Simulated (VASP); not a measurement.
# TaN: single point with r2SCAN

Crystal: TaN.

```
Ta N
1.0
     0.00000    2.17900    2.35332
     2.17900    0.00000    2.35332
     2.17900    2.17900    0.00000
Ta N
1 1
Direct
  0.50000 0.50000 0.50000
  0.00000 0.00000 0.00000
```

This cell differs from its parent crystal: strain +0.000 along x and y, +0.080 along z.

```json
{"Program": "VASP 6.6.1", "Task": "single point", "Functional": "r2SCAN", "Potentials or basis": "VASP PAW PBE potentials, release 64 (Ta_pv, N)", "Cutoff": "520 eV", "k mesh": "18 × 18 × 18", "Occupations": "gaussian, width 0.15 eV", "Spin": "no spin polarisation"}
```

```yaml
Pressure: -10.0 GPa
Band_gap_on_the_k_mesh: zero (bands 8 and 9 overlap by 3.48 eV)
```

Stress tensor (GPa, compression positive):
```
 -2.00   0.00   0.00
  0.00  -2.00   0.00
  0.00   0.00 -25.89
```

Levels at points of the mesh, in eV from the Fermi level:
```tsv
k point	band 4	band 5	band 6	band 7	band 8	band 9	band 10	band 11	band 12	band 13
(0.00, 0.00, 0.00)	-19.59	-4.10	-3.90	-3.90	-2.57	-1.64	-1.64	-1.04	0.64	2.22
(0.50, 0.00, 0.00)	-16.81	-10.39	-7.66	-7.66	1.64	1.94	2.26	3.88	6.18	8.30
(0.50, 0.50, 0.00)	-18.47	-7.36	-5.16	-4.61	-4.61	2.07	3.26	3.26	4.06	6.82
(0.50, 0.00, 0.50)	-18.38	-6.68	-5.24	-5.00	-4.87	1.82	2.76	3.84	4.70	7.14
```

Wall time 3.3 min on 1 thread of Intel(R) Xeon(R) Platinum 8488C (Sapphire Rapids), with other jobs on the host, peak memory 0.28 GiB.

Caveat: the cell differs from its parent crystal (strain +0.000 along x and y, +0.080 along z); the stress differs along the axes, from -26 to -2 GPa; the PAW data sets were made with another functional, which shifts forces and pressure a little; spin-orbit coupling is left out, which moves the levels of the heavy elements.
